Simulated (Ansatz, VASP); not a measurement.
HfSnO4 in VASP and in Ansatz

```
Hf Sn O
1.0
     3.42909   -3.45484    0.00000
     3.42909    3.45484    0.00000
     0.00000    0.00000    3.22763
Hf Sn O
1 1 4
Direct
  0.50000 0.50000 0.50000
  0.00000 0.00000 0.00000
  0.69435 0.69435 0.00000
  0.80564 0.19436 0.50000
  0.19436 0.80564 0.50000
  0.30565 0.30565 0.00000
```

Alike in both runs: functional PBE; k mesh 6 × 6 × 8; occupations gaussian, width 0.02 eV; no spin polarisation.

Ansatz relaxed the structure, and its values are those at the end. VASP's run is a single point on that final structure, the one shown.

|  | VASP | Ansatz |
| --- | --- | --- |
| version | VASP 6.6.1 | Ansatz 0.2.0 |
| potentials or method | VASP PAW PBE potentials, release 64 (Hf_pv, Sn_d, O), cutoff 520 eV | scalar-relativistic, plane waves, PAW |
| valence electrons in the cell | 48 | 64 |

Ansatz gave:

| Quantity | Value |
| --- | --- |
| gap on the k mesh at the Fermi level (eV) | 2.16 |
| least direct gap on the mesh (eV) | 2.16 |
| pressure (GPa) | 0.0 |
| rms of the force components (eV/Å) | 0.001 |

Task: Which values does VASP return?

Result: gap on the k mesh at the Fermi level (eV): 2.13; least direct gap on the mesh (eV): 2.13; pressure (GPa): -1.1; rms of the force components (eV/Å): 0.097.

VASP's potentials hold 48 valence electrons a cell and Ansatz's 64, so a difference there can come from the potentials and not from the codes.

Neither program's run includes spin-orbit coupling.
